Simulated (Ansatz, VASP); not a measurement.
# Eu in VASP and in Ansatz

```
Eu
1.0
    -2.21271    2.21271    2.21271
     2.21271   -2.21271    2.21271
     2.21271    2.21271   -2.21271
Eu
1
Direct
  0.00000 0.00000 0.00000
```

Alike in both runs: task single point; functional PBEsol; k mesh 14 × 14 × 14; occupations gaussian, width 0.05 eV; collinear spin.

|  | VASP | Ansatz |
| --- | --- | --- |
| version | VASP 6.6.1 | Ansatz 0.2.0 |
| potentials or method | VASP PAW PBE potentials, release 64 (Eu), cutoff 520 eV | scalar-relativistic, plane waves, PAW |
| valence electrons in the cell | 17 | 17 |

Ansatz gave:

| Item | Value |
| --- | --- |
| pressure (GPa) | -1.6 |
| net moment per atom (μB) | 7.24 |
| size of the moment on the site where the two differ most (μB) | 7.01 |

What did VASP give for the same quantities?

Pressure (GPa): -1.9; net moment per atom (μB): 7.24; size of the moment on the site where the two differ most (μB): 6.67.

VASP's potentials were made for PBE, not for PBEsol. Site moments also hang on the region over which each program counts them. Ansatz's warnings: given moment on shells.

Neither program's run includes spin-orbit coupling.
